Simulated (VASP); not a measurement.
# Al8B4P9N3 (P1) in VASP: notebook

The runs below take Al8B4P9N3 through single point, with PBEsol.

Everything below comes from runs of VASP 6.6.1. Logs are shortened: lines on timing, memory, paths and dates and some standing lists are left out, and cuts for length are marked.

## Step 1: The cell of the first run

The typed cell holds 24 atoms: a = 6.900 Å, b = 6.914 Å, c = 8.446 Å, α = 90.87°, β = 89.59°, γ = 119.39°.

## Step 2: Single point, PBEsol

File INCAR:

```
  PREC = Accurate
  ENCUT = 520
  EDIFF = 1E-6
  ISMEAR = 0
  SIGMA = 0.1
  LREAL = Auto
  LASPH = T
  NELM = 60
  ALGO = Normal
  ISIF = 2
  LWAVE = F
  LCHARG = F
  GGA = PS
  NBANDS = 66
  ISYM = 0
```

File KPOINTS:

```
Automatic mesh
0
Gamma
  2 2 2
  0.5 0.5 0.5
```

File POSCAR:

```
Al8B4P9N3
1.0
   -4.9070724098     -4.8512616062      0.0124828540
   -0.0029971093      4.8417758615      4.9352743979
   -4.8746140855      4.8312861359     -4.9217875630
B N Al P
4 3 8 9
Direct
    0.4764391930      0.0279413212      0.9770884091
    1.0652160609      1.0296255716      0.9756949372
    0.6460845493      0.3122382708      0.3749454128
    0.3192567708      0.6289065038      0.6654867203
    0.3271947007      0.1526131761      0.9131300593
    0.6483145746      0.3189280178      0.5647325385
    0.1938684616      0.3679012288      0.6146424810
    0.8499907596      0.2115447277      0.6453791365
    0.3498424269      0.1948840257      0.6803195262
    0.1818079748      0.3400728457      0.3858198975
    0.4861868825      0.4627934433      0.9964438745
    1.0011005201      0.5030243432      1.0174584859
    0.8109092471      0.6252370028      0.6412454331
    0.6686213043      0.8395853195      0.3007722941
    0.1569726105      0.8253083232      0.3297710352
    0.8157450815      0.1581122419      0.9120199876
    0.5154074974      0.4688304348      0.2662893030
    0.9483261391      0.4546107735      0.2893600568
    0.3492435294      0.6970249109      0.9055675679
    0.8546697987      0.7061495521      0.9170797929
    0.6382700412      0.8252324422      0.5761533151
    0.1883597587      0.8200106128      0.5969474701
    0.4961157268      0.0259054915      0.2173175742
    0.0227696955      0.0270197485      0.2106727207
```

Potentials or basis: VASP PAW PBE potentials, release 64 (B, N, Al, P).

The run is started by

```bash
> cat potpaw_PBE.64/B/POTCAR potpaw_PBE.64/N/POTCAR potpaw_PBE.64/Al/POTCAR potpaw_PBE.64/P/POTCAR > POTCAR
> mpirun -np 1 vasp_std > vasp.out
```

OUTCAR:

```text
PREC = Accurate
   ENCUT = 520
   EDIFF = 1E-6
   ISMEAR = 0
   LREAL = Auto
   LASPH = T
   NELM = 60
   ISIF = 2
   GGA = PS
   ISYM = 0

 ion  position               nearest neighbor table
   1  0.476  0.028  0.977-   5 1.73  23 2.04  19 2.09  16 2.13
   2  0.065  0.030  0.976-   5 1.66  24 2.00  20 2.04  16 2.36
   3  0.646  0.312  0.375-   6 1.60  18 1.96  17 1.96  23 2.17
   4  0.319  0.629  0.665-   7 1.62  22 2.02  19 2.06  21 2.08
   5  0.327  0.153  0.913-   2 1.66   1 1.73   9 1.99  11 1.99
   6  0.648  0.319  0.565-   3 1.60  13 1.95   8 2.00   9 2.05
   7  0.194  0.368  0.615-   4 1.62  10 1.94   9 2.05   8 2.09
   8  0.850  0.212  0.645-   6 2.00   7 2.09  16 2.28  21 2.40  10 2.97  13 3.00
   9  0.350  0.195  0.680-   5 1.99   7 2.05   6 2.05  22 2.36  11 3.10  10 3.13  13 3.13
  10  0.182  0.340  0.386-   7 1.94  17 2.26  18 2.28  24 2.38   8 2.97   9 3.13
  11  0.486  0.463  0.996-   5 1.99  17 2.29  20 2.36  19 2.38   9 3.10
  12  0.001  0.503  0.017-  16 2.25  20 2.27  19 2.30  18 2.33  15 3.25
  13  0.811  0.625  0.641-   6 1.95  21 2.30  22 2.30  20 2.37   8 3.00   9 3.13  15 3.36
  14  0.669  0.840  0.301-  17 2.26  23 2.26  24 2.26  21 2.33
  15  0.157  0.825  0.330-  18 2.26  23 2.26  24 2.27  22 2.27  12 3.25  13 3.36
  16  0.816  0.158  0.912-   1 2.13  12 2.25   8 2.28   2 2.36
  17  0.515  0.469  0.266-   3 1.96  10 2.26  14 2.26  11 2.29
  18  0.948  0.455  0.289-   3 1.96  15 2.26  10 2.28  12 2.33
  19  0.349  0.697  0.906-   4 2.06   1 2.09  12 2.30  11 2.38
  20  0.855  0.706  0.917-   2 2.04  12 2.27  11 2.36  13 2.37
  21  0.638  0.825  0.576-   4 2.08  13 2.30  14 2.33   8 2.40
  22  0.188  0.820  0.597-   4 2.02  15 2.27  13 2.30   9 2.36
  23  0.496  0.026  0.217-   1 2.04   3 2.17  14 2.26  15 2.26
  24  0.023  0.027  0.211-   2 2.00  14 2.26  15 2.27  10 2.38

IMPORTANT INFORMATION: All symmetrisations will be switched off!
NOSYMM: (Re-)initialisation of all symmetry stuff for point group C_1.

----------------------------------------------------------------------------------------

                                     Primitive cell

  volume of cell :     351.0149

  direct lattice vectors                    reciprocal lattice vectors
    -4.907072410 -4.851261606  0.012482854    -0.135817370 -0.068579174  0.067197466
    -0.002997109  4.841775862  4.935274398    -0.067850606  0.068978325  0.134910240
    -4.874614086  4.831286136 -4.921787563    -0.068380998  0.068993408 -0.067727858

  length of vectors
     6.900308300  6.913735304  8.445542080     0.166327870  0.166019538  0.118419230

  position of ions in fractional coordinates (direct lattice)
     0.476439193  0.027941321  0.977088409
     0.065216061  0.029625572  0.975694937
     0.646084549  0.312238271  0.374945413
     0.319256771  0.628906504  0.665486720
     0.327194701  0.152613176  0.913130059
     0.648314575  0.318928018  0.564732539
[... 16 lines left out ...]
     0.496115727  0.025905491  0.217317574
     0.022769696  0.027019749  0.210672721

  ion indices of the primitive-cell ions
   primitive index   ion index
                 1           1
                 2           2
                 3           3
                 4           4
                 5           5
                 6           6
[... 16 lines left out ...]
                23          23
                24          24

----------------------------------------------------------------------------------------

 KPOINTS: Automatic mesh

Automatic generation of k-mesh.
 Grid dimensions read from file:
 generate k-points for:    2    2    2

 Generating k-lattice:

  Cartesian coordinates                     Fractional coordinates (reciprocal lattice)
    -0.067908685 -0.034289587  0.033598733     0.500000000  0.000000000  0.000000000
    -0.033925303  0.034489163  0.067455120    -0.000000000  0.500000000  0.000000000
    -0.034190499  0.034496704 -0.033863929    -0.000000000  0.000000000  0.500000000

  Length of vectors
     0.083163935  0.083009769  0.059209615

  Shift w.r.t. Gamma in fractional coordinates (k-lattice)
     0.500000000  0.500000000  0.500000000

 Subroutine IBZKPT returns following result:
 ===========================================

 Found      4 irreducible k-points:

 Following reciprocal coordinates:
            Coordinates               Weight
  0.250000  0.250000  0.250000      2.000000
 -0.250000  0.250000  0.250000      2.000000
  0.250000 -0.250000  0.250000      2.000000
 -0.250000 -0.250000  0.250000      2.000000
   k-points           NKPTS =      4   k-points in BZ     NKDIM =      4   number of bands    NBANDS=     66
   number of dos      NEDOS =    301   number of ions     NIONS =     24
   total plane-waves  NPLWV = 186624
   dimension x,y,z NGX =    54 NGY =   54 NGZ =   64
   dimension x,y,z NGXF=   108 NGYF=  108 NGZF=  128
   ions per type =               4   3   8   9
   NGX,Y,Z   is equivalent  to a cutoff of  13.01, 12.98, 12.60 a.u.
   NGXF,Y,Z  is equivalent  to a cutoff of  26.02, 25.97, 25.20 a.u.
 SYSTEM =  unknown system
   PREC   = accura    normal or accurate (medium, high low for compatibility)
   ISTART =      0    job   : 0-new  1-cont  2-samecut
   ICHARG =      2    charge: 1-file 2-atom 10-const
   ISPIN  =      1    spin polarized calculation?
   LNONCOLLINEAR =      F non collinear calculations
   LSORBIT =      F    spin-orbit coupling
   LASPH  =      T    aspherical Exc in radial PAW
   ENCUT  =  520.0 eV  38.22 Ry    6.18 a.u.  12.83 12.85 15.70*2*pi/ulx,y,z
   NELM   =     60;   NELMIN=  2; NELMDL= -5     # of ELM steps
   EDIFF  = 0.1E-05   stopping-criterion for ELM
   LREAL  =      T    real-space projection
   EDIFFG = 0.1E-04   stopping-criterion for IOM
   NSW    =      0    number of steps for IOM
   IBRION =     -1    ionic relax: 0-MD 1-quasi-New 2-CG
   NFREE  =      0    steps in history (QN), initial steepest desc. (CG)
   ISIF   =      2    stress and relaxation
   ISYM   =      0    0-nonsym 1-usesym 2-fastsym
   POTIM  = 0.5000    time-step for ionic-motion
   TEBEG  =    0.0;   TEEND  =   0.0 temperature during run
   PSTRESS=    0.0 pullay stress
   NELECT =      96.0000    total number of electrons
   NUPDOWN=      -1.0000    fix difference up-down
   EMIN   =  10.00;   EMAX   =-10.00  energy-range for DOS
   EFERMI =   0.00;   METHOD = LEGACY
   ISMEAR =     0;   SIGMA  =   0.10  broadening in eV -4-tet -1-fermi 0-gaus
   EFERMI_NEDOS =   21; number of points for ismear=-14 and -15
   IALGO  =     38    algorithm
   IMIX   =      4    mixing-type and parameters
     AMIX     =   0.40;   BMIX     =  1.00
     AMIX_MAG =   1.60;   BMIX_MAG =  1.00
  volume/ion in A,a.u.               =      14.63        98.70
  Fermi-wavevector in a.u.,A,eV,Ry     =   1.062650  2.008117 15.364027  1.129224
  Thomas-Fermi vector in A             =   2.198108
   LORBIT       =      0    0 simple, 1 ext, 2 COOP (PROOUT), +10 PAW based schemes
   GGA     = PS    functional components
   LHFCALC =     F    Hartree Fock is set to
   AEXX    =    0.0000 exact exchange contribution
   IVDW    =     0    specifies the selected vdW correction
   LEPSILON=     F    determine dielectric tensor
   LRPA    =     F    only Hartree local field effects (RPA)
 non-spin polarized calculation
 Gauss-broadening in eV      SIGMA  =   0.10
  energy-cutoff  :      520.00
  volume of cell :      351.01
 maximum number of plane-waves:      9458
 NGX is ok and might be reduce to    54
   NGX = 25   NGY = 25   NGZ = 31

 number of electron      96.0000001 magnetization

 Free energy of the ion-electron system (eV)
  ---------------------------------------------------
  ext. energy  EPLUGINS =         0.00000000
  ---------------------------------------------------
  free energy    TOTEN  =      -146.75023741 eV

  energy without entropy =     -146.75023740  energy(sigma->0) =     -146.75023741

 E-fermi :   6.9489     XC(G=0): -10.3201

 val. band max:        6.5515492241   @ k =   0.2500  -0.2500   0.2500
 cond. band min:       7.3461894074   @ k =   0.2500  -0.2500   0.2500
 fundamental gap:      0.7946401832
 Fermi energy:         6.9488805783

 k-point     1 :       0.2500    0.2500    0.2500
  band No.  band energies     occupation
      1      -9.5853      2.00000
      2      -9.2962      2.00000
      3      -9.0204      2.00000
      4      -5.9735      2.00000
      5      -5.6318      2.00000
      6      -5.2304      2.00000
[... 52 lines left out ...]
     59      10.1226      0.00000
     60      10.4009      0.00000

 k-point     2 :      -0.2500    0.2500    0.2500
  band No.  band energies     occupation
      1      -9.6114      2.00000
      2      -9.2986      2.00000
      3      -9.0175      2.00000
      4      -6.1653      2.00000
      5      -5.5222      2.00000
      6      -5.0128      2.00000
[... 52 lines left out ...]
     59      10.0592      0.00000
     60      10.2438      0.00000

 k-point     3 :       0.2500   -0.2500    0.2500
  band No.  band energies     occupation
      1      -9.6097      2.00000
      2      -9.3046      2.00000
      3      -9.0129      2.00000
      4      -6.1579      2.00000
      5      -5.5142      2.00000
      6      -4.9969      2.00000
[... 52 lines left out ...]
     59      10.0686      0.00000
     60      10.1930      0.00000

 k-point     4 :      -0.2500   -0.2500    0.2500
  band No.  band energies     occupation
      1      -9.5865      2.00000
      2      -9.2917      2.00000
      3      -9.0247      2.00000
      4      -5.9542      2.00000
      5      -5.6096      2.00000
      6      -5.1872      2.00000
[... 52 lines left out ...]
     59      10.2363      0.00000
     60      10.4119      0.00000
 [bands above 60 left out]

------------------------ aborting loop because EDIFF is reached ----------------------------------------

  FORCE on cell =-STRESS in cart. coord.  units (eV):
  Direction    XX          YY          ZZ          XY          YZ          ZX
  --------------------------------------------------------------------------------------
  -------------------------------------------------------------------------------------
  Total        0.5030475      0.4255164      0.6313415      0.0416140     -0.0092351     -0.0895878
  in kB        2.2961173      1.9422332      2.8817041      0.1899437     -0.0421530     -0.4089160
  external PRESSURE =       2.3733515 kB  Pullay stress =       0.0000000 kB

 VOLUME and BASIS-vectors are now :
 -----------------------------------------------------------------------------
  energy-cutoff  :      520.00
  volume of cell :      351.01
      direct lattice vectors                 reciprocal lattice vectors
    -4.907072410 -4.851261606  0.012482854    -0.135817370 -0.068579174  0.067197466
    -0.002997109  4.841775862  4.935274398    -0.067850606  0.068978325  0.134910240
    -4.874614086  4.831286136 -4.921787563    -0.068380998  0.068993408 -0.067727858

 POSITION                                       TOTAL-FORCE (eV/Angst)
 -----------------------------------------------------------------------------------
     -7.10093      2.54455     -4.66518        -0.012227      0.004951      0.020738
     -5.07625      4.54092     -4.65514         0.011552      0.014242     -0.018702
     -4.99903      0.18893     -0.29636         0.016742     -0.006423     -0.003343
     -4.81249      4.71138     -0.16757        -0.013758      0.010030      0.013089
     -6.05718      3.56320     -3.73696         0.001849     -0.020395     -0.004706
     -5.93514      1.12742     -1.19740        -0.020986      0.024944     -0.012567
[... 16 lines left out ...]
     -3.49389     -1.23144     -0.93555        -0.002074      0.004442      0.010413
     -1.13876      1.03818     -0.90325        -0.004452     -0.001873      0.011593
 -----------------------------------------------------------------------------------
    total drift:                                0.005514     -0.001174     -0.006703

  FREE ENERGIE OF THE ION-ELECTRON SYSTEM (eV)
  ---------------------------------------------------
  free  energy   TOTEN  =      -146.7502374079 eV

  energy  without entropy=     -146.7502374039  energy(sigma->0) =     -146.75023741
```

It took 6.6 min on 1 thread of Intel Xeon 8259CL, shared host; peak memory 0.46 GiB.

What came out:

```
Free energy            : -146.7502 eV
Pressure               : 0.2 GPa
Largest force          : 0.038 eV/Å
Band gap on the k mesh : 0.79 eV
```

Forces on the atoms (eV/Å):
```
B   -0.012  0.005  0.021
B    0.012  0.014 -0.019
B    0.017 -0.006 -0.003
B   -0.014  0.010  0.013
N    0.002 -0.020 -0.005
N   -0.021  0.025 -0.013
N    0.012 -0.015 -0.013
Al  -0.003  0.012  0.001
Al   0.004 -0.018  0.033
Al  -0.009  0.007 -0.014
Al  -0.013  0.012  0.002
Al   0.007 -0.006  0.019
Al   0.001 -0.001 -0.014
Al  -0.014  0.007 -0.008
Al  -0.001  0.004  0.007
P    0.014 -0.009 -0.014
P    0.007 -0.018  0.003
P    0.011  0.003 -0.008
P    0.007  0.002 -0.012
P   -0.006  0.000  0.015
P    0.013 -0.008  0.008
P   -0.005 -0.002 -0.021
P   -0.002  0.004  0.010
P   -0.004 -0.002  0.012
```

Levels at points of the mesh, in eV from the valence-band top:
| k point | band 46 | band 47 | band 48 | band 49 | band 50 | band 51 |
| --- | --- | --- | --- | --- | --- | --- |
| (0.25, 0.25, 0.25) | -0.82 | -0.59 | -0.45 | 1.30 | 1.83 | 1.93 |

Caveat: semilocal functionals underestimate gaps, and a narrow one can read as zero; the PAW data sets were made with another functional, which shifts forces and pressure a little; a shifted mesh leaves out Γ, where band edges can lie.

(Continued in part 2 of 2.)
